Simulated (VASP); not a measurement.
Input of a VASP 6.6.1 run:

Contents of INCAR:

```
ALGO = Normal
EDIFF = 1E-6
ENCUT = 500
GGA = PE
GGA_COMPAT = F
ISIF = 2
ISMEAR = 0
ISPIN = 2
LASPH = T
LCHARG = F
LMAXMIX = 4
LORBIT = 11
LREAL = F
LWAVE = F
MAGMOM = 3.14 3.14 -0.12 -0.12
NBANDS = 30
NELM = 200
PREC = Accurate
SIGMA = 0.1
```

The input KPOINTS:

```
k-points
0
Gamma
  12 12 8
```

File POSCAR:

```
MnAs
1.0
    3.6981204641      0.0000000000      0.0000000000
   -1.8490602320      3.2026662681      0.0000000000
    0.0000000000      0.0000000000      5.5392948444
Mn As
2 2
Direct
    0.0000000000      0.0000000000      0.0000000000
    0.0000000000      0.0000000000      0.5000000000
    0.3333333333      0.6666666667      0.2500000000
    0.6666666667      0.3333333333      0.7500000000
```

Potentials or basis: VASP PAW PBE potentials, release 64 (Mn_pv, As).

Run with:

```console
$ cat potpaw_PBE.64/Mn_pv/POTCAR potpaw_PBE.64/As/POTCAR > POTCAR
$ mpirun -np 1 vasp_std > vasp.out
```

Q: What does it give for the pressure?

A: -1.7 GPa.

Q: What does it give for the site moments?

A: Mn +3.04; As -0.12 μB.

Q: Predict the net moment.

A: 5.95 μB per cell.
